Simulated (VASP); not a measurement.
CuAu: single point with r2SCAN

Crystal: CuAu.

```xyz
2
Lattice="2.8260 0.0000 0.0000 0.0000 2.8260 0.0000 0.0000 0.0000 3.6389" Properties=species:S:1:pos:R:3 pbc="T T T"
Cu    1.4130    1.4130    1.8194
Au    0.0000    0.0000    0.0000
```

- Program: VASP 6.6.1
- Task: single point
- Functional: r2SCAN
- Potentials or basis: VASP PAW PBE potentials, release 64 (Cu, Au)
- Cutoff: 520 eV
- k mesh: 12 × 12 × 9
- Occupations: fermi-dirac, width 0.1 eV
- Spin: no spin polarisation

```yaml
Pressure: 0.5 GPa
Band_gap_on_the_k_mesh: zero (band 11 reaches 13.97 eV, above the bottom of band 12 at 6.50 eV)
```

Stress tensor (GPa, compression positive):
```
 0.95  0.00  0.00
 0.00  0.95  0.00
 0.00  0.00 -0.36
```

Levels at points of the mesh, in eV from the Fermi level:
```tsv
k point	band 9	band 10	band 11	band 12	band 13	band 14
(0.00, 0.00, 0.00)	-1.78	-1.54	-1.54	2.55	8.84	10.36
(0.50, 0.00, 0.00)	-2.50	-2.27	-0.93	-0.24	10.06	10.20
(0.50, 0.50, 0.00)	-1.43	-1.43	0.69	0.69	5.20	7.25
```

It took 110 s on 1 thread of Intel(R) Xeon(R) Platinum 8559C (Emerald Rapids), on a shared host, peak memory 0.21 GiB.

Caveat: the PAW data sets were made with another functional, which shifts forces and pressure a little; spin-orbit coupling is left out, which moves the levels of the heavy elements.
